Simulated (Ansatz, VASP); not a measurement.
**One calculation of LaGa2, two programs**

File INCAR:

```
PREC     = Accurate       # precision mode
ENCUT    = 600            # plane-wave cutoff, eV
EDIFF    = 1E-7           # SCF threshold, eV
ISMEAR   = 1              # smearing method
SIGMA    = 0.05           # smearing width, eV
LREAL    = False          # projectors in reciprocal space
LASPH    = True           # aspherical terms in the spheres
NELM     = 100            # most SCF steps
ALGO     = Normal         # electronic algorithm
ISIF     = 3              # what is computed and relaxed
LWAVE    = False          # write WAVECAR
LCHARG   = False          # write CHGCAR
GGA      = CA             # functional
IBRION   = 2              # ionic algorithm
NSW      = 100            # ionic steps
EDIFFG   = -0.005         # ionic threshold
```

KPOINTS

```
Automatic mesh
0
Gamma
  9 9 8
```

The input POSCAR:

```
LaGa2
1.0
    4.4322576538      0.0000000000      0.0000000000
   -2.2161288269      3.8384477242      0.0000000000
    0.0000000000      0.0000000000      4.5307522683
La Ga
1 2
Direct
    0.0000000000      0.0000000000      0.0000000000
    0.3333333333      0.6666666667      0.5000000000
    0.6666666667      0.3333333333      0.5000000000
```

Input for Ansatz:

```yaml
crystal:
  lattice:
    - [4.4322576538, 0.0, 0.0]
    - [-2.2161288269, 3.8384477242, 0.0]
    - [0.0, 0.0, 4.5307522683]
  atoms:
    - { symbol: La, position: [0.0, 0.0, 0.0] }
    - { symbol: Ga, position: [0.3333333333, 0.6666666667, 0.5] }
    - { symbol: Ga, position: [0.6666666667, 0.3333333333, 0.5] }
kpoints:
  mp_grid: { grid: [9, 9, 8] }
scf:
  occupations: { method: methfessel_paxton, width: 0.05 }
hamiltonian:
  xc: lda
  pseudopotentials: { kind: all_electron, lapw: { basis_error: 0.001 } }
output:
  forces: true
  stress: true
relax:
  f_tol: 0.005
  max_steps: 80
  cell: {}
```

Alike in both runs: task relaxation of cell and atoms; functional LDA; k mesh 9 × 9 × 8; occupations methfessel-paxton of order 1, width 0.05 eV; no spin polarisation.

|  | VASP | Ansatz |
| --- | --- | --- |
| version | VASP 6.6.1 | Ansatz 0.2.0 |
| potentials or method | VASP PAW LDA potentials, release 64 (La, Ga_d), cutoff 600 eV | all-electron LAPW, scalar-relativistic |

```csv
,VASP,Ansatz,Ansatz less VASP
relaxed volume (Å³/atom),22.45,22.43,-0.020
relaxed cell length with the largest relative difference (Å),4.229,4.225,-0.0034
```

LDA's correlation is that of Perdew and Zunger in VASP and of Perdew and Wang (1992) in Ansatz. Ansatz ran all-electron here, and VASP with PAW potentials.

Neither program's run includes spin-orbit coupling.
